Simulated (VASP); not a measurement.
# Hf (Im-3m) in VASP: further runs

The runs below take Hf through single point, with LDA.

All numbers are computed with VASP 6.6.1; they aren't measurements. Logs are shortened: lines on timing, memory, paths and dates and some standing lists are left out, and cuts for length are marked.

## Step 1: The cell of the first run

It takes space group Im-3m (No. 229, cubic). The conventional cell has a = 3.350 Å, b = 3.350 Å, c = 3.350 Å, α = 90.00°, β = 90.00°, γ = 90.00°. Within 3.8 Å of Hf (site symmetry m-3m) lie 14 Hf at 2.90 to 3.35 Å.

## Step 2: Single point, LDA

Contents of INCAR:

```
ALGO = Normal
EDIFF = 1E-6
ENCUT = 520
ISIF = 2
ISMEAR = -1
LASPH = True
LCHARG = False
LREAL = False
LWAVE = False
NBANDS = 11
NELM = 60
PREC = Accurate
SIGMA = 0.05
```

Contents of KPOINTS:

```
k-points
0
Gamma
  10 10 10
```

Contents of POSCAR:

```
Hf
1.0
   -1.6751225080      1.6751225080      1.6751225080
    1.6751225080     -1.6751225080      1.6751225080
    1.6751225080      1.6751225080     -1.6751225080
Hf
1
Direct
    0.0000000000      0.0000000000      0.0000000000
```

Potentials or basis: VASP PAW LDA potentials, release 64 (Hf_pv).

Run with:

```bash
> cat potpaw_LDA.64/Hf_pv/POTCAR > POTCAR
> mpirun -np 1 vasp_std > vasp.out
```

OUTCAR:

```text
EDIFF = 1E-6
   ENCUT = 520
   ISIF = 2
   ISMEAR = -1
   LASPH = True
   LREAL = False
   NELM = 60
   PREC = Accurate

 ion  position               nearest neighbor table
   1  0.000  0.000  0.000-

  LATTYP: Found a body centered cubic cell.
 ALAT       =     3.3502450160

  Lattice vectors:

 A1 = (  -1.6751225080,   1.6751225080,   1.6751225080)
 A2 = (   1.6751225080,  -1.6751225080,   1.6751225080)
 A3 = (   1.6751225080,   1.6751225080,  -1.6751225080)

Analysis of symmetry for initial positions (statically):
=====================================================================
 Subroutine PRICEL returns:
 Original cell was already a primitive cell.

 Routine SETGRP: Setting up the symmetry group for a
 body centered cubic supercell.

 Subroutine GETGRP returns: Found 48 space group operations
[... 9 lines left out ...]

 Routine SETGRP: Setting up the symmetry group for a
 body centered cubic supercell.

 Subroutine GETGRP returns: Found 48 space group operations
[... 11 lines left out ...]
                                     Primitive cell

  volume of cell :      18.8018

  direct lattice vectors                    reciprocal lattice vectors
    -1.675122508  1.675122508  1.675122508     0.000000000  0.298485632  0.298485632
     1.675122508 -1.675122508  1.675122508     0.298485632  0.000000000  0.298485632
     1.675122508  1.675122508 -1.675122508     0.298485632  0.298485632  0.000000000

  length of vectors
     2.901397293  2.901397293  2.901397293     0.422122429  0.422122429  0.422122429

  position of ions in fractional coordinates (direct lattice)
     0.000000000  0.000000000  0.000000000

  ion indices of the primitive-cell ions
   primitive index   ion index
                 1           1

----------------------------------------------------------------------------------------

 KPOINTS: k-points

Automatic generation of k-mesh.
 Grid dimensions read from file:
 generate k-points for:   10   10   10

 Generating k-lattice:

  Cartesian coordinates                     Fractional coordinates (reciprocal lattice)
     0.000000000  0.029848563  0.029848563     0.100000000  0.000000000  0.000000000
     0.029848563  0.000000000  0.029848563     0.000000000  0.100000000  0.000000000
     0.029848563  0.029848563  0.000000000     0.000000000  0.000000000  0.100000000

  Length of vectors
     0.042212243  0.042212243  0.042212243

  Shift w.r.t. Gamma in fractional coordinates (k-lattice)
     0.000000000  0.000000000  0.000000000

 Subroutine IBZKPT returns following result:
 ===========================================

 Found     47 irreducible k-points:

 Following reciprocal coordinates:
            Coordinates               Weight
  0.000000  0.000000  0.000000      1.000000
  0.100000  0.000000  0.000000     12.000000
  0.200000  0.000000  0.000000     12.000000
  0.300000  0.000000  0.000000     12.000000
  0.400000  0.000000  0.000000     12.000000
  0.500000  0.000000  0.000000      6.000000
[... 16 lines left out ...]
  0.300000  0.300000  0.100000      8.000000
 -0.300000  0.300000  0.100000     24.000000
 [... further k-points ...]
   k-points           NKPTS =     47   k-points in BZ     NKDIM =     47   number of bands    NBANDS=     11
   number of dos      NEDOS =    301   number of ions     NIONS =      1
   total plane-waves  NPLWV =  13824
   dimension x,y,z NGX =    24 NGY =   24 NGZ =   24
   dimension x,y,z NGXF=    48 NGYF=   48 NGZF=   48
   ions per type =               1
   NGX,Y,Z   is equivalent  to a cutoff of  13.75, 13.75, 13.75 a.u.
   NGXF,Y,Z  is equivalent  to a cutoff of  27.50, 27.50, 27.50 a.u.
 SYSTEM =  unknown system
   PREC   = accura    normal or accurate (medium, high low for compatibility)
   ISTART =      0    job   : 0-new  1-cont  2-samecut
   ICHARG =      2    charge: 1-file 2-atom 10-const
   ISPIN  =      1    spin polarized calculation?
   LNONCOLLINEAR =      F non collinear calculations
   LSORBIT =      F    spin-orbit coupling
   LASPH  =      T    aspherical Exc in radial PAW
   ENCUT  =  520.0 eV  38.22 Ry    6.18 a.u.   5.39  5.39  5.39*2*pi/ulx,y,z
   NELM   =     60;   NELMIN=  2; NELMDL= -5     # of ELM steps
   EDIFF  = 0.1E-05   stopping-criterion for ELM
   LREAL  =      F    real-space projection
   EDIFFG = 0.1E-04   stopping-criterion for IOM
   NSW    =      0    number of steps for IOM
   IBRION =     -1    ionic relax: 0-MD 1-quasi-New 2-CG
   NFREE  =      0    steps in history (QN), initial steepest desc. (CG)
   ISIF   =      2    stress and relaxation
   ISYM   =      2    0-nonsym 1-usesym 2-fastsym
   POTIM  = 0.5000    time-step for ionic-motion
   TEBEG  =    0.0;   TEEND  =   0.0 temperature during run
   PSTRESS=    0.0 pullay stress
   NELECT =      10.0000    total number of electrons
   NUPDOWN=      -1.0000    fix difference up-down
   EMIN   =  10.00;   EMAX   =-10.00  energy-range for DOS
   EFERMI =   0.00;   METHOD = LEGACY
   ISMEAR =    -1;   SIGMA  =   0.05  broadening in eV -4-tet -1-fermi 0-gaus
   EFERMI_NEDOS =   21; number of points for ismear=-14 and -15
   IALGO  =     38    algorithm
   IMIX   =      4    mixing-type and parameters
     AMIX     =   0.40;   BMIX     =  1.00
     AMIX_MAG =   1.60;   BMIX_MAG =  1.00
  volume/ion in A,a.u.               =      18.80       126.88
  Fermi-wavevector in a.u.,A,eV,Ry     =   1.326401  2.506535 23.937278  1.759340
  Thomas-Fermi vector in A             =   2.455791
   LORBIT       =      0    0 simple, 1 ext, 2 COOP (PROOUT), +10 PAW based schemes
   GGA     = CA    functional components
   LHFCALC =     F    Hartree Fock is set to
   AEXX    =    0.0000 exact exchange contribution
   IVDW    =     0    specifies the selected vdW correction
   LEPSILON=     F    determine dielectric tensor
   LRPA    =     F    only Hartree local field effects (RPA)
 non-spin polarized calculation
  energy-cutoff  :      520.00
  volume of cell :       18.80
 maximum number of plane-waves:       531
 NGX is ok and might be reduce to    24
   NGX = 11   NGY = 11   NGZ = 11

 number of electron      10.0000000 magnetization

 number of electron       9.9999999 magnetization

 Free energy of the ion-electron system (eV)
  ---------------------------------------------------
  ext. energy  EPLUGINS =         0.00000000
  ---------------------------------------------------
  free energy    TOTEN  =       -10.50632651 eV

  energy without entropy =      -10.49409664  energy(sigma->0) =      -10.50021158

 E-fermi :   5.7759     XC(G=0): -12.2799

 val. band max:        5.7542867108   @ k =  -0.2000   0.3000   0.1000
 cond. band min:       5.8005213941   @ k =   0.2000   0.1000  -0.0000
 fundamental gap:      0.0462346833
 Fermi energy:         5.7759007909

 k-point     1 :       0.0000    0.0000    0.0000
  band No.  band energies     occupation
      1     -23.2786      2.00000
      2     -23.2786      2.00000
      3     -23.2786      2.00000
      4      -1.7717      2.00000
      5       7.2718      0.00000
      6       7.2718      0.00000
      7       7.2718      0.00000
      8      10.6018      0.00000
      9      10.6018      0.00000
     10      18.6551      0.00000
     11      19.9257      0.00000

 k-point     2 :       0.1000    0.0000    0.0000
  band No.  band energies     occupation
      1     -23.4337      2.00000
      2     -23.3245      2.00000
      3     -23.2800      2.00000
      4      -1.3166      2.00000
      5       6.9565      0.00000
      6       7.1341      0.00000
      7       7.7265      0.00000
      8      10.1323      0.00000
      9      10.5934      0.00000
     10      18.6548      0.00000
     11      20.3639      0.00000

 k-point     3 :       0.2000    0.0000    0.0000
  band No.  band energies     occupation
      1     -23.8222      2.00000
      2     -23.4426      2.00000
      3     -23.2835      2.00000
      4      -0.1312      2.00000
      5       6.2403      0.00019
      6       6.5429      0.00000
      7       9.0476      0.00000
      8       9.8606      0.00000
      9      10.6627      0.00000
     10      18.6534      0.00000
     11      20.9251      0.00000

 k-point     4 :       0.3000    0.0000    0.0000
  band No.  band energies     occupation
      1     -24.2721      2.00000
      2     -23.5850      2.00000
      3     -23.2880      2.00000
      4       1.1678      2.00000
      5       5.5041      1.99132
      6       6.1403      0.00137
      7      10.2684      0.00000
      8      10.9520      0.00000
      9      11.0942      0.00000
     10      18.6483      0.00000
     11      19.7047      0.00000

 k-point     5 :       0.4000    0.0000    0.0000
  band No.  band energies     occupation
      1     -24.6151      2.00000
      2     -23.6974      2.00000
      3     -23.2918      2.00000
      4       1.7229      2.00000
      5       4.9901      2.00000
      6       6.9278      0.00000
      7      10.6259      0.00000
      8      11.4324      0.00000
      9      13.5021      0.00000
     10      17.9216      0.00000
     11      18.6123      0.00000
[... 211 lines left out ...]
 k-point    21 :       0.3000    0.2000    0.1000
  band No.  band energies     occupation
      1     -24.4499      2.00000
      2     -23.9450      2.00000
      3     -23.5564      2.00000
      4       3.6462      2.00000
      5       4.7999      2.00000
      6       5.9269      0.09311
      7      11.2512      0.00000
      8      11.7748      0.00000
      9      15.2920      0.00000
     10      16.9652      0.00000
     11      18.6695      0.00000

 k-point    22 :      -0.2000    0.2000    0.1000
  band No.  band energies     occupation
      1     -23.8260      2.00000
      2     -23.4915      2.00000
      3     -23.3986      2.00000
      4       0.2774      2.00000
      5       6.6183      0.00000
      6       6.6288      0.00000
      7       8.4485      0.00000
      8       8.8787      0.00000
      9      11.5429      0.00000
     10      18.6526      0.00000
     11      21.5390      0.00000

 k-point    23 :       0.3000    0.3000    0.1000
  band No.  band energies     occupation
      1     -24.2192      2.00000
      2     -24.2192      2.00000
      3     -23.6011      2.00000
      4       4.0132      2.00000
      5       5.4047      1.99881
      6       5.4047      1.99881
      7      11.6499      0.00000
      8      11.6499      0.00000
      9      14.0503      0.00000
     10      18.6443      0.00000
     11      18.6443      0.00000

 k-point    24 :      -0.3000    0.3000    0.1000
  band No.  band energies     occupation
      1     -24.2513      2.00000
      2     -23.6363      2.00000
      3     -23.3981      2.00000
      4       1.5687      2.00000
      5       5.8753      0.24079
      6       5.9318      0.08471
      7       9.0440      0.00000
      8      10.9220      0.00000
      9      11.7305      0.00000
     10      18.6428      0.00000
     11      19.5260      0.00000

 [... further k-points ...]
[... 5 lines left out ...]
  --------------------------------------------------------------------------------------
  -------------------------------------------------------------------------------------
  Total        1.1911435      1.1911435      1.1911435      0.0000000      0.0000000     -0.0000000
  in kB      101.5020866    101.5020866    101.5020866      0.0000000      0.0000000     -0.0000000
  external PRESSURE =     101.5020866 kB  Pullay stress =       0.0000000 kB

 VOLUME and BASIS-vectors are now :
 -----------------------------------------------------------------------------
  energy-cutoff  :      520.00
  volume of cell :       18.80
      direct lattice vectors                 reciprocal lattice vectors
    -1.675122508  1.675122508  1.675122508     0.000000000  0.298485632  0.298485632
     1.675122508 -1.675122508  1.675122508     0.298485632  0.000000000  0.298485632
     1.675122508  1.675122508 -1.675122508     0.298485632  0.298485632  0.000000000

 POSITION                                       TOTAL-FORCE (eV/Angst)
 -----------------------------------------------------------------------------------
      0.00000      0.00000      0.00000         0.000000      0.000000      0.000000
 -----------------------------------------------------------------------------------
    total drift:                                0.000000      0.000000      0.000000

  FREE ENERGIE OF THE ION-ELECTRON SYSTEM (eV)
  ---------------------------------------------------
  free  energy   TOTEN  =       -10.5063265090 eV

  energy  without entropy=      -10.4940966414  energy(sigma->0) =      -10.50021158
```

Run time: 5.8 s. Hardware: 1 thread of Intel Xeon 8259CL, shared host; peak memory 0.13 GiB.

Results:

- Free energy: -10.5063 eV
- Pressure: 10.2 GPa
- Band gap on the k mesh: zero (band 5 reaches 7.27 eV, above the bottom of band 6 at 4.81 eV)

Levels at points of the mesh, in eV from the Fermi level:
```csv
k point,band 2,band 3,band 4,band 5,band 6,band 7,band 8,band 9
"(0.00, 0.00, 0.00)",-29.05,-29.05,-7.55,1.50,1.50,1.50,4.83,4.83
"(0.50, 0.00, 0.00)",-29.52,-29.07,-4.01,-0.97,2.00,4.77,5.95,9.15
"(0.50, 0.50, 0.50)",-30.05,-30.05,-3.48,-3.48,8.06,8.06,8.06,8.81
```

Caveat: spin-orbit coupling is left out, which moves the levels of the heavy elements.

## Step 3: Single point, LDA

This run uses another cell than the first one, of 17.66 Å³/atom, 0.940 times its volume.

Contents of INCAR:

```
SYSTEM = Hf
ALGO = Normal
EDIFF = 1E-7
ENCUT = 520
GGA = CA
ISIF = 2
ISMEAR = -1
LASPH = .TRUE.
LCHARG = .TRUE.
LELF = .TRUE.
LREAL = .FALSE.
LVHAR = .TRUE.
LWAVE = .FALSE.
NBANDS = 11
NELM = 60
PREC = Accurate
SIGMA = 0.05
```

Contents of KPOINTS:

```
k-points
0
G
  10 10 10
  0 0 0
```

Contents of POSCAR:

```
Hf
1.0
   -1.6406503162      1.6406503162      1.6406503162
    1.6406503162     -1.6406503162      1.6406503162
    1.6406503162      1.6406503162     -1.6406503162
Hf
1
Direct
    0.0000000000      0.0000000000      0.0000000000
```

Potentials or basis: VASP PAW LDA potentials, release 64 (Hf_pv).

Run with:

```bash
> cat potpaw_LDA.64/Hf_pv/POTCAR > POTCAR
> mpirun -np 1 vasp_std > vasp.out
```

Wall time 6.6 s (1 thread of Intel Xeon 8259CL, shared host); peak memory 0.13 GiB.

It converged, with:

| Item | Value |
| --- | --- |
| Free energy | -10.4000 eV |
| Pressure | 20.1 GPa |
| Band gap on the k mesh | zero (band 5 reaches 7.79 eV, above the bottom of band 6 at 5.36 eV) |

Levels at points of the mesh, in eV from the Fermi level:
```
           k point  band 2  band 3  band 4  band 5  band 6  band 7  band 8  band 9
(0.00, 0.00, 0.00)  -28.78  -28.78   -7.67    1.56    1.56    1.56    5.09    5.09
(0.50, 0.00, 0.00)  -29.33  -28.80   -4.21   -1.09    2.44    5.10    6.34    9.85
(0.50, 0.50, 0.50)  -29.98  -29.98   -3.80   -3.80    8.64    8.64    8.64    9.51
```

Caveat: spin-orbit coupling is left out, which moves the levels of the heavy elements.
